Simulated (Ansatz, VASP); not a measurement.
**K2IF: VASP beside Ansatz**

```xyz
4
Lattice="2.1244 1.2265 7.1570 -2.1244 1.2265 7.1570 0.0000 -2.4531 7.1570" Properties=species:S:1:pos:R:3 pbc="T T T"
F     2.1244    1.2265    7.1570
I     0.0000    0.0000   10.7354
K     0.0000    0.0000    5.8508
K     0.0000    0.0000   15.6201
```

Alike in both runs: task single point; functional r2SCAN; k mesh 6 × 6 × 6; no spin polarisation.

|  | VASP | Ansatz |
| --- | --- | --- |
| version | VASP 6.6.1 | Ansatz 0.2.0 |
| potentials or method | VASP PAW PBE potentials, release 64 (F, I, K_sv) | plane waves, PAW |
| plane-wave cutoff (eV) | 520 | 500 |
| occupations | gaussian, width 0.01 eV | fixed |
| valence electrons in the cell | 32 | 42 |

VASP gave:

* gap on the k mesh at the Fermi level (eV): 3.77
* pressure (GPa): 1.4
* rms of the force components (eV/Å): 0.036

Problem. Which values does Ansatz return?

Solution. gap on the k mesh at the Fermi level (eV): 3.77; pressure (GPa): 1.4; rms of the force components (eV/Å): 0.037.

VASP's potentials were made for PBE, not for r2SCAN. Atom by atom the forces differ by 0.001 eV/Å (rms over components). VASP's potentials hold 32 valence electrons a cell and Ansatz's 42, so a difference there can come from the potentials and not from the codes.

Spin-orbit coupling is off throughout.
